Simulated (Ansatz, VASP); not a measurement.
One calculation of AlNi3, two programs

```xyz
4
Lattice="0.0000 2.7984 2.7984 2.7984 0.0000 2.7984 2.7984 2.7984 0.0000" Properties=species:S:1:pos:R:3 pbc="T T T"
Al    2.7984    2.7984    2.7984
Ni    1.3992    1.3992    1.3992
Ni    0.0000    0.0000   -0.4800
Ni    4.1976    4.1976    4.1976
```

Alike in both runs: task single point; functional PBEsol; k mesh 14 × 14 × 14; occupations gaussian, width 0.15 eV; no spin polarisation.

```csv
,VASP,Ansatz
version,VASP 6.6.1,Ansatz 0.2.0
potentials or method,"VASP PAW PBE potentials, release 64 (Al, Ni), cutoff 520 eV","scalar-relativistic, plane waves, PAW"
valence electrons in the cell,33,57
```

Ansatz gave:

```
gap on the k mesh at the Fermi level (eV)                     : none
pressure (GPa)                                                : 14.3
traceless stress, the component that is largest in VASP (GPa) : -4.45
rms of the force components (eV/Å)                            : 1.640
```

Problem. Which values does VASP return?

Solution. gap on the k mesh at the Fermi level (eV): none; pressure (GPa): 14.3; traceless stress, the component that is largest in VASP (GPa): -4.30; rms of the force components (eV/Å): 1.631.

VASP's potentials were made for PBE, not for PBEsol. Atom by atom the forces differ by 0.010 eV/Å (rms over components). A gap of «none» marks a metal or a gap that the smearing closes. The functional is the same, so the differences come from potentials, cutoffs and numerics. VASP's potentials hold 33 valence electrons a cell and Ansatz's 57, so a difference there can come from the potentials and not from the codes.
